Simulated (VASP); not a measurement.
Ti3Se: single point with PBEsol

Crystal: Ti3Se.

```
CELL_PARAMETERS angstrom
3.23952 0.00000 0.00000
-1.61976 2.80551 0.00000
0.00000 0.00000 8.04727
ATOMIC_POSITIONS crystal
Se 0.00000 0.00000 0.00000
Ti 0.66667 0.33333 0.50000
Ti 0.33333 0.66667 0.77290
Ti 0.33333 0.66667 0.22710
```

| Quantity | Value |
| --- | --- |
| Program | VASP 6.6.1 |
| Task | single point |
| Functional | PBEsol |
| Potentials or basis | VASP PAW PBE potentials, release 64 (Se, Ti_sv) |
| Cutoff | 520 eV |
| k mesh | 10 × 10 × 4 |
| Occupations | fermi-dirac, width 0.05 eV |
| Spin | no spin polarisation |
| Dipole correction | no |
| Further INCAR settings | ALGO = Normal; EDIFF = 1e-07; NBANDS = 29 |

```json
{
 "Pressure": "-8.1 GPa",
 "Largest force": "0.177 eV/Å",
 "Band gap on the k mesh": "zero (bands 21 and 22 overlap by 0.55 eV)"
}
```

Forces in eV/Å, atoms in the order of the input:
```
Se   0.000  0.000  0.000
Ti   0.000  0.000  0.000
Ti   0.000  0.000  0.177
Ti   0.000  0.000 -0.177
```

Stress tensor (GPa, compression positive):
```
-7.80  0.00  0.00
 0.00 -7.80  0.00
 0.00  0.00 -8.85
```

Levels at points of the mesh, in eV from the Fermi level:
| k point | band 17 | band 18 | band 19 | band 20 | band 21 | band 22 | band 23 | band 24 | band 25 | band 26 |
| --- | --- | --- | --- | --- | --- | --- | --- | --- | --- | --- |
| (0.00, 0.00, 0.00) | -1.31 | -1.31 | -0.20 | 0.16 | 0.16 | 0.30 | 0.30 | 0.86 | 1.02 | 1.33 |
| (0.50, 0.00, 0.00) | -2.02 | -1.70 | -1.50 | -0.67 | -0.44 | 0.19 | 0.75 | 0.80 | 2.18 | 2.36 |
| (0.00, 0.00, 0.50) | -1.38 | -1.38 | -0.61 | 0.39 | 0.39 | 0.51 | 0.58 | 0.58 | 0.96 | 0.96 |
| (0.50, 0.00, 0.50) | -1.99 | -1.49 | -1.46 | -0.88 | -0.81 | 0.54 | 0.81 | 0.95 | 1.17 | 2.38 |

It took 92 s on 1 thread of Intel(R) Xeon(R) Platinum 8259CL CPU @ 2.50GHz (Skylake/Cascade Lake), on a shared host, peak memory 0.22 GiB.

Caveat: the cell stands under tension; the PAW data sets were made with another functional, which shifts forces and pressure a little.
